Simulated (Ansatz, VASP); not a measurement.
# Two plane-wave programs on TeAs2

```
CELL_PARAMETERS angstrom
-3.55645 3.55645 2.94052
3.55645 -3.55645 2.94052
3.55645 3.55645 -2.94052
ATOMIC_POSITIONS crystal
Te 0.75000 0.25000 0.50000
Te 0.00000 0.00000 0.00000
As 0.37500 0.62500 0.25000
As 0.37500 0.12500 0.75000
As 0.37500 0.62500 0.75000
As 0.87500 0.62500 0.25000
```

Alike in both runs: task single point; functional PBEsol; k mesh 12 × 12 × 12; occupations gaussian, width 0.1 eV; no spin polarisation.

|  | VASP | Ansatz |
| --- | --- | --- |
| version | VASP 6.6.1 | Ansatz 0.2.0 |
| potentials or method | VASP PAW PBE potentials, release 64 (Te, As), cutoff 520 eV | scalar-relativistic, plane waves, PAW |
| valence electrons in the cell | 32 | 92 |

VASP gave:

| Item | Value |
| --- | --- |
| gap on the k mesh at the Fermi level (eV) | none |
| pressure (GPa) | -3.7 |
| traceless stress, the component that is largest in VASP (GPa) | -1.03 |

Q: Estimate Ansatz's values.

A: gap on the k mesh at the Fermi level (eV): none; pressure (GPa): -3.8; traceless stress, the component that is largest in VASP (GPa): -1.08.

VASP's potentials were made for PBE, not for PBEsol. A gap of «none» marks a metal or a gap that the smearing closes. The functional is the same, so the differences come from potentials, cutoffs and numerics. VASP's potentials hold 32 valence electrons a cell and Ansatz's 92, so a difference there can come from the potentials and not from the codes.

Neither program's run includes spin-orbit coupling.
